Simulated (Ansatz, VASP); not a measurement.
One calculation of Te, two programs

```xyz
3
Lattice="4.3182 0.0000 0.0000 -2.1591 3.7397 0.0000 0.0000 0.0000 5.9561" Properties=species:S:1:pos:R:3 pbc="T T T"
Te   -0.6128    1.0614    1.9854
Te    1.2256    0.0000    3.9708
Te    1.5463    2.6783    0.0000
```

Alike in both runs: functional PBEsol; k mesh 9 × 9 × 6; occupations gaussian, width 0.02 eV; no spin polarisation.

Ansatz relaxed the structure, and its values are those at the end. VASP's run is a single point on that final structure, the one shown.

```csv
,VASP,Ansatz
version,VASP 6.6.1,Ansatz 0.2.0
potentials or method,"VASP PAW PBE potentials, release 64 (Te), cutoff 520 eV","scalar-relativistic, plane waves, PAW"
valence electrons in the cell,18,48
```

|  | VASP | Ansatz | Ansatz less VASP |
| --- | --- | --- | --- |
| gap on the k mesh at the Fermi level (eV) | none | none | - |
| pressure (GPa) | 0.1 | 0.0 | -0.07 |
| rms of the force components (eV/Å) | 0.009 | 0.001 | -0.0083 |

VASP's potentials were made for PBE, not for PBEsol. A gap of «none» marks a metal or a gap that the smearing closes. VASP's potentials hold 18 valence electrons a cell and Ansatz's 48, so a difference there can come from the potentials and not from the codes.

Spin-orbit coupling is off throughout.
